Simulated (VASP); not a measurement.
# Ir (P6_3/mmc) in VASP: a series of runs, part 2 of 2

VASP 6.6.1. The steps go on from the part before.

### 3 Single point, PBEsol

This run uses another cell than the first one, of 13.46 Å³/atom.

Input file INCAR:

```
SYSTEM = Ir
ALGO = Normal ; EDIFF = 1E-6
ENCUT = 560 ; GGA = PS
GGA_COMPAT = .False. ; ISIF = 2
ISMEAR = -1 ; LASPH = .True.
LCHARG = .True. ; LELF = .True.
LREAL = .False. ; LVHAR = .True.
LWAVE = .False. ; NBANDS = 24
NELM = 120 ; PREC = Accurate
SIGMA = 0.1
```

Input file KPOINTS:

```
k-points
0
Gamma
  12 12 7
  0 0 0
```

Input file POSCAR:

```
Ir
1.0
    2.6759614447      0.0000000000      0.0000000000
   -1.3379807223      2.3174457516      0.0000000000
    0.0000000000      0.0000000000      4.3399733933
Ir
2
Direct
    0.6666666667      0.3333333333      0.7500000000
    0.3333333333      0.6666666667      0.2500000000
```

Potentials or basis: VASP PAW PBE potentials, release 64 (Ir_sv_GW).

Started as:

```console
$ cat potpaw_PBE.64/Ir_sv_GW/POTCAR > POTCAR
$ mpirun -np 1 vasp_std > vasp.out
```

OUTCAR:

```text
SYSTEM = Ir
   EDIFF = 1E-6
   ENCUT = 560
   GGA = PS
   ISIF = 2
   ISMEAR = -1
   LASPH = .True.
   LREAL = .False.
   NELM = 120
   PREC = Accurate

 ion  position               nearest neighbor table
   1  0.667  0.333  0.750-   2 2.66   2 2.66   2 2.66   2 2.66   2 2.66   2 2.66
   2  0.333  0.667  0.250-   1 2.66   1 2.66   1 2.66   1 2.66   1 2.66   1 2.66

  LATTYP: Found a hexagonal cell.
 ALAT       =     2.6759614447
 C/A-ratio  =     1.6218370417

  Lattice vectors:

 A1 = (   2.6759614447,   0.0000000000,   0.0000000000)
 A2 = (  -1.3379807223,   2.3174457516,   0.0000000000)
 A3 = (   0.0000000000,   0.0000000000,   4.3399733933)

Analysis of symmetry for initial positions (statically):
=====================================================================
 Subroutine PRICEL returns:
 Original cell was already a primitive cell.

 Routine SETGRP: Setting up the symmetry group for a
 hexagonal supercell.

 Subroutine GETGRP returns: Found 24 space group operations
 (whereof 12 operations were pure point group operations)
 out of a pool of 24 trial point group operations.

The static configuration has the point symmetry D_3d.
 The point group associated with its full space group is D_6h.

Analysis of symmetry for dynamics (positions and initial velocities):
=====================================================================
 Subroutine PRICEL returns:
 Original cell was already a primitive cell.

 Routine SETGRP: Setting up the symmetry group for a
 hexagonal supercell.

 Subroutine GETGRP returns: Found 24 space group operations
 (whereof 12 operations were pure point group operations)
 out of a pool of 24 trial point group operations.

The dynamic configuration has the point symmetry D_3d.
 The point group associated with its full space group is D_6h.

 Subroutine INISYM returns: Found 24 space group operations
 (whereof 12 operations are pure point group operations),
[... 97 lines left out ...]
   LREAL  =      F    real-space projection
[... 7 lines left out ...]
   TEBEG  =    0.0;   TEEND  =   0.0 temperature during run
   PSTRESS=    0.0 pullay stress
   NELECT =      34.0000    total number of electrons
   NUPDOWN=      -1.0000    fix difference up-down
   EMIN   =  10.00;   EMAX   =-10.00  energy-range for DOS
   EFERMI =   0.00;   METHOD = LEGACY
   ISMEAR =    -1;   SIGMA  =   0.10  broadening in eV -4-tet -1-fermi 0-gaus
   EFERMI_NEDOS =   21; number of points for ismear=-14 and -15
   IALGO  =     38    algorithm
   IMIX   =      4    mixing-type and parameters
     AMIX     =   0.40;   BMIX     =  1.00
     AMIX_MAG =   1.60;   BMIX_MAG =  1.00
  volume/ion in A,a.u.               =      13.46        90.81
  Fermi-wavevector in a.u.,A,eV,Ry     =   1.769738  3.344320 42.613073  3.131973
  Thomas-Fermi vector in A             =   2.836667
   LORBIT       =      0    0 simple, 1 ext, 2 COOP (PROOUT), +10 PAW based schemes
   GGA     = PS    functional components
   LHFCALC =     F    Hartree Fock is set to
   AEXX    =    0.0000 exact exchange contribution
   IVDW    =     0    specifies the selected vdW correction
   LEPSILON=     F    determine dielectric tensor
   LRPA    =     F    only Hartree local field effects (RPA)
 non-spin polarized calculation
  energy-cutoff  :      560.00
  volume of cell :       26.91
 maximum number of plane-waves:       827
 NGX is ok and might be reduce to    24
   NGX = 11   NGY = 11   NGZ = 17

 number of electron      33.9999999 magnetization

 Free energy of the ion-electron system (eV)
  ---------------------------------------------------
  ext. energy  EPLUGINS =         0.00000000
  ---------------------------------------------------
  free energy    TOTEN  =       -20.60790350 eV

  energy without entropy =      -20.54387625  energy(sigma->0) =      -20.57588988

 E-fermi :  13.8808     XC(G=0): -15.0301

 val. band max:       13.8710053284   @ k =   0.2500   0.2500   0.1429
 cond. band min:      13.9029984822   @ k =   0.3333   0.0833   0.0000
 fundamental gap:      0.0319931538
 Fermi energy:        13.8808376616

 k-point     1 :       0.0000    0.0000    0.0000
  band No.  band energies     occupation
      1     -79.4227      2.00000
      2     -79.3375      2.00000
      3     -36.7163      2.00000
      4     -35.8859      2.00000
      5     -35.8859      2.00000
      6     -35.7580      2.00000
[... 637 lines left out ...]
     23      28.3192      0.00000
     24      28.3670      0.00000

 [... further k-points ...]
[... 5 lines left out ...]
  --------------------------------------------------------------------------------------
  -------------------------------------------------------------------------------------
  Total        3.0740208      3.0740080      3.3234284      0.0000000      0.0000000      0.0000000
  in kB      182.9957015    182.9949373    197.8428724      0.0000000      0.0000000      0.0000000
  external PRESSURE =     187.9445037 kB  Pullay stress =       0.0000000 kB

 VOLUME and BASIS-vectors are now :
 -----------------------------------------------------------------------------
  energy-cutoff  :      560.00
  volume of cell :       26.91
      direct lattice vectors                 reciprocal lattice vectors
     2.675961445  0.000000000  0.000000000     0.373697462  0.215754781  0.000000000
    -1.337980722  2.317445752  0.000000000     0.000000000  0.431509561  0.000000000
     0.000000000  0.000000000  4.339973393     0.000000000  0.000000000  0.230416159

 POSITION                                       TOTAL-FORCE (eV/Angst)
 -----------------------------------------------------------------------------------
      1.33798      0.77248      3.25498         0.000000      0.000000      0.000000
     -0.00000      1.54496      1.08499        -0.000000     -0.000000      0.000000
 -----------------------------------------------------------------------------------
    total drift:                               -0.000001      0.000000     -0.000000

  FREE ENERGIE OF THE ION-ELECTRON SYSTEM (eV)
  ---------------------------------------------------
  free  energy   TOTEN  =       -20.6079035036 eV

  energy  without entropy=      -20.5438762520  energy(sigma->0) =      -20.57588988
```

stdout:

```text
POSCAR found type information on POSCAR Ir
 POSCAR found :  1 types and       2 ions
 scaLAPACK will be used
 -----------------------------------------------------------------------------
|                                                                             |
|                                                                             |
|     You enforced a specific xc type in the INCAR file but a different       |
|     I HOPE YOU KNOW WHAT YOU ARE DOING!                                     |
|                                                                             |
 -----------------------------------------------------------------------------

 LDA part: xc-table for (Slater+PW92), standard interpolation
 POSCAR, INCAR and KPOINTS ok, starting setup
 FFT: planning ... GRIDC
 FFT: planning ... GRID_SOFT
 FFT: planning ... GRID
 WAVECAR not read
 entering main loop
```

Wall time 52 s (1 thread of Intel Xeon Platinum 8375C at 2.90GHz (Ice Lake), shared host); peak memory 0.19 GiB.

What came out:

| Quantity | Value |
| --- | --- |
| Free energy | -20.6079 eV |
| Pressure | 18.8 GPa |
| Band gap on the k mesh | zero (bands 17 and 18 overlap by 3.66 eV) |

Stress tensor (GPa, compression positive):
```
18.30  0.00  0.00
 0.00 18.30  0.00
 0.00  0.00 19.78
```

Levels at points of the mesh, in eV from the Fermi level:
| k point | band 15 | band 16 | band 17 | band 18 | band 19 | band 20 |
| --- | --- | --- | --- | --- | --- | --- |
| (0.00, 0.00, 0.00) | -3.48 | -2.60 | -2.60 | -1.01 | 0.28 | 0.28 |
| (0.50, 0.00, 0.00) | -3.25 | 0.79 | 1.08 | 1.25 | 3.16 | 4.68 |

Caveat: the cell stands under pressure; the PAW data sets were made with another functional, which shifts forces and pressure a little; spin-orbit coupling is left out, which moves the levels of the heavy elements.

The gap in the log of VASP goes by the Fermi energy; the results here count the filled bands.